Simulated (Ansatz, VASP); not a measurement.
**Two plane-wave programs on AlFe**

Contents of INCAR:

```
SYSTEM = AlFe
  PREC = Accurate
  ENCUT = 520
  EDIFF = 1E-6
  ISMEAR = -1
  SIGMA = 0.05
  LREAL = .FALSE.
  LASPH = .TRUE.
  NELM = 150
  ALGO = Normal
  ISIF = 2
  LWAVE = .FALSE.
  LCHARG = .FALSE.
  ISPIN = 2
  MAGMOM = 3 0
  LORBIT = 11
  LMAXMIX = 4
  GGA = RP
  NBANDS = 16
```

KPOINTS

```
regular mesh
0
G
  9 9 9
  0 0 0
```

File POSCAR:

```
AlFe
1.0
    2.9100000000      0.0000000000      0.0000000000
    0.0000000000      2.9100000000      0.0000000000
    0.0000000000      0.0000000000      2.9100000000
Fe Al
1 1
Direct
    0.5000000000      0.5000000000      0.5000000000
    0.0000000000      0.0000000000      0.0000000000
```

The input input.yaml:

```yaml
crystal:
  lattice:
    - [2.91, 0.0, 0.0]
    - [0.0, 2.91, 0.0]
    - [0.0, 0.0, 2.91]
  atoms:
    - { symbol: Fe, position: [0.5, 0.5, 0.5], spin: 3.0 }
    - { symbol: Al, position: [0.0, 0.0, 0.0] }
hamiltonian:
  xc: rpbe
  pseudopotentials: { kind: paw }
magnetization:
  spin_polarized: true
kpoints:
  mp_grid: { grid: [9, 9, 9] }
  band_path:
    path:
      - [[0.0, 0.0, 0.0], [0.0, 0.5, 0.0], [0.5, 0.5, 0.0], [0.0, 0.0, 0.0], [0.5, 0.5, 0.5], [0.0, 0.5, 0.0]]
      - [[0.5, 0.5, 0.0], [0.5, 0.5, 0.5]]
    npoints: 14
scf:
  occupations: { method: fermi_dirac, width: 0.05 }
  n_extra_bands: 6
output:
  forces: true
  stress: true
  eigenvalues: true
  fatbands: false
```

Alike in both runs: functional RPBE; k mesh 9 × 9 × 9; occupations fermi-dirac, width 0.05 eV; collinear spin.

|  | VASP | Ansatz |
| --- | --- | --- |
| version | VASP 6.6.1 | Ansatz 0.2.0 |
| potentials or method | VASP PAW PBE potentials, release 64 (Fe, Al) | Ansatz PAW |
| plane-wave cutoff (eV) | 520 | 420 |
| valence electrons in the cell | 11 | 19 |
| task | single point | band structure |

Ansatz gave:

- gap on the k mesh at the Fermi level (eV): none
- pressure (GPa): -2.3
- net moment per atom (μB): 0.34
- size of the moment on the site where the two differ most (μB): 0.03

Q: Which values does VASP return?

A: gap on the k mesh at the Fermi level (eV): none; pressure (GPa): -2.5; net moment per atom (μB): 0.33; size of the moment on the site where the two differ most (μB): 0.03.

VASP's potentials were made for PBE, not for RPBE. Site moments also hang on the region over which each program counts them. A gap of «none» marks a metal or a gap that the smearing closes. With one functional, cell and mesh, what is left measures potentials, basis and numerics. VASP's potentials hold 11 valence electrons a cell and Ansatz's 19, so a difference there can come from the potentials and not from the codes.
